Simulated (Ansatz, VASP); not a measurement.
One calculation of InSe, two programs

Contents of INCAR:

```
SYSTEM = InSe
PREC = Accurate
ENCUT = 520
EDIFF = 1E-7
ISMEAR = 0
SIGMA = 0.05
LREAL = .False.
LASPH = .True.
NELM = 80
ALGO = Normal
ISIF = 2
LWAVE = .False.
LCHARG = .False.
GGA = PS
NBANDS = 27
```

KPOINTS

```
Automatic mesh
0
Gamma
  8 8 6
  0 0 0
```

POSCAR

```
InSe
1.0
    5.6105547524     -2.1477615934     -0.0052948673
    5.6105547524      2.1477615934     -0.0052948673
   -1.5328883607      0.0000000000      4.2720903652
In Se
2 2
Direct
    0.8858026589      0.8858026589      0.0290539339
    0.1141973411      0.1141973411      0.9709460661
    0.6547212217      0.6547212217      0.6374867706
    0.3452787783      0.3452787783      0.3625132294
```

Input for Ansatz:

```yaml
crystal:
  lattice:
    - [5.6105547524, -2.1477615934, -0.0052948673]
    - [5.6105547524, 2.1477615934, -0.0052948673]
    - [-1.5328883607, 0.0, 4.2720903652]
  atoms:
    - { symbol: In, position: [0.8858026589, 0.8858026589, 0.0290539339] }
    - { symbol: In, position: [0.1141973411, 0.1141973411, 0.9709460661] }
    - { symbol: Se, position: [0.6547212217, 0.6547212217, 0.6374867706] }
    - { symbol: Se, position: [0.3452787783, 0.3452787783, 0.3625132294] }
basis:
  ecutwfc: 420
kpoints:
  mp_grid: { grid: [8, 8, 6] }
hamiltonian:
  xc: pbesol
scf:
  occupations: { method: gaussian, width: 0.05 }
output:
  forces: true
  stress: true
  eigenvalues: true
```

Change from the starting cell: strain -0.0450 x Voigt [1, -1, 0, 0, 0, 0], atoms carried along.

Alike in both runs: task single point; functional PBEsol; k mesh 8 × 8 × 6; occupations gaussian, width 0.05 eV; no spin polarisation.

```csv
,VASP,Ansatz
version,VASP 6.6.1,Ansatz 0.2.0
potentials or method,"VASP PAW PBE potentials, release 64 (In_d, Se), cutoff 520 eV","scalar-relativistic, plane waves, PAW"
valence electrons in the cell,38,58
```

|  | VASP | Ansatz | Ansatz less VASP |
| --- | --- | --- | --- |
| gap on the k mesh at the Fermi level (eV) | 0.49 | 0.50 | +0.008 |
| least direct gap on the mesh (eV) | 0.81 | 0.82 | +0.006 |
| pressure (GPa) | 1.0 | 0.9 | -0.06 |
| traceless stress, the component that is largest in VASP (GPa) | 4.83 | 4.83 | -0.001 |
| rms of the force components (eV/Å) | 0.266 | 0.272 | +0.0064 |

VASP's potentials were made for PBE, not for PBEsol. Atom by atom the forces differ by 0.010 eV/Å (rms over components). The functional is the same, so the differences come from potentials, cutoffs and numerics. VASP's potentials hold 38 valence electrons a cell and Ansatz's 58, so a difference there can come from the potentials and not from the codes.
